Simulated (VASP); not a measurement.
Write the native input for VASP 6.6.1 that does the following.

```yaml
Task: single point
Functional: PBE
Potentials_or_basis: VASP PAW PBE potentials, release 64 (Mn_pv, O)
Cutoff: 520 eV
k_mesh: 10 × 10 × 10
Occupations: gaussian, width 0.017 eV
Spin: collinear spin, ferromagnetic start
Starting_moments: "[4.0, 0.0] μB"
Dipole_correction: no
Further_INCAR_settings: ALGO = Normal; EDIFF = 1e-07; NBANDS = 20
```

The structure of MnO lies in POSCAR:

```
MnO
1.0
    0.0000000000      2.2239077028      2.2239077028
    2.2239077028      0.0000000000      2.2239077028
    2.2239077028      2.2239077028      0.0000000000
Mn O
1 1
Direct
    0.0000000000      0.0000000000      0.0000000000
    0.5000000000      0.5000000000      0.5000000000
```

The input as run:

INCAR

```
ALGO = Normal ; EDIFF = 1E-7
ENCUT = 520 ; GGA = PE
ISIF = 2 ; ISMEAR = 0
ISPIN = 2 ; LASPH = T
LCHARG = T ; LELF = T
LMAXMIX = 4 ; LORBIT = 11
LREAL = F ; LVHAR = T
LWAVE = F ; MAGMOM = 4 0
NBANDS = 20 ; NELM = 150
PREC = Accurate ; SIGMA = 0.017
```

KPOINTS

```
k-points
0
Gamma
  10 10 10
```

Potentials or basis: VASP PAW PBE potentials, release 64 (Mn_pv, O).

Run with:

```console
$ cat potpaw_PBE.64/Mn_pv/POTCAR potpaw_PBE.64/O/POTCAR > POTCAR
$ mpirun -np 1 vasp_std > vasp.out
```

Results of the run:

```
Pressure                                              : 0.4 GPa
Net moment                                            : 4.80 μB per cell
Site moments                                          : Mn +4.36; O +0.21 μB
Valence electrons inside the program's atomic spheres : Mn 11.35; O 4.98
```

Caveat: a cell with one magnetic atom can't hold antiferromagnetic order, which such compounds often take.

Run time: 19 s on 1 thread of Intel(R) Xeon(R) 6975P-C (Granite Rapids), on a shared host, peak memory 0.16 GiB.
